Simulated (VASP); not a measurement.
## ZnGeP2: single point with PBEsol

The system is ZnGeP2.

```
Zn Ge P
1.0
    -2.71210    2.71207    5.35426
     2.71207   -2.71210    5.35426
     2.71206    2.71206   -5.35428
Zn Ge P
2 2 4
Direct
  0.00000 0.00000 0.00000
  0.75000 0.25000 0.50000
  0.50000 0.50000 0.00000
  0.25000 0.75000 0.50000
  0.37500 0.37665 0.50165
  0.87500 0.87335 0.49835
  0.12665 0.62500 0.00165
  0.62335 0.12500 0.99835
```

```
Program             : VASP 6.6.1
Task                : single point
Functional          : PBEsol
Potentials or basis : VASP PAW PBE potentials, release 64 (Zn, Ge_d, P)
Cutoff              : 500 eV
k mesh              : 6 × 6 × 6
Occupations         : fermi-dirac, width 0.05 eV
Spin                : no spin polarisation
```

```
Pressure               : 0.1 GPa
Largest force          : 0.030 eV/Å
Band gap on the k mesh : 1.12 eV (least direct gap 1.25 eV)
```

Forces in eV/Å, atoms in the order of the input:
```
Zn   0.000  0.000  0.000
Zn   0.000  0.000  0.000
Ge   0.000  0.000  0.000
Ge   0.000  0.000  0.000
P    0.030  0.000  0.000
P   -0.030  0.000  0.000
P    0.000  0.030  0.000
P    0.000 -0.030  0.000
```

Levels at points of the mesh, in eV from the valence-band top:
```
           k point  band 34  band 35  band 36  band 37  band 38  band 39
(0.00, 0.00, 0.00)    -0.07    -0.07     0.00     1.25     1.40     1.50
(0.50, 0.00, 0.00)    -1.96    -1.70    -1.02     2.38     2.48     2.73
(0.50, 0.50, 0.00)    -1.23    -0.78    -0.78     1.17     1.17     2.97
(0.00, 0.00, 0.50)    -1.23    -0.78    -0.78     1.17     1.17     2.97
(0.50, 0.50, 0.50)    -1.98    -1.42    -1.42     1.12     1.12     1.33
```

It took 12 min on 1 thread of Oxide Virtual Turin-like Processor, with other jobs on the host, peak memory 0.45 GiB.

Caveat: the PAW data sets were made with another functional, which shifts forces and pressure a little. A k mesh can miss the band edges.
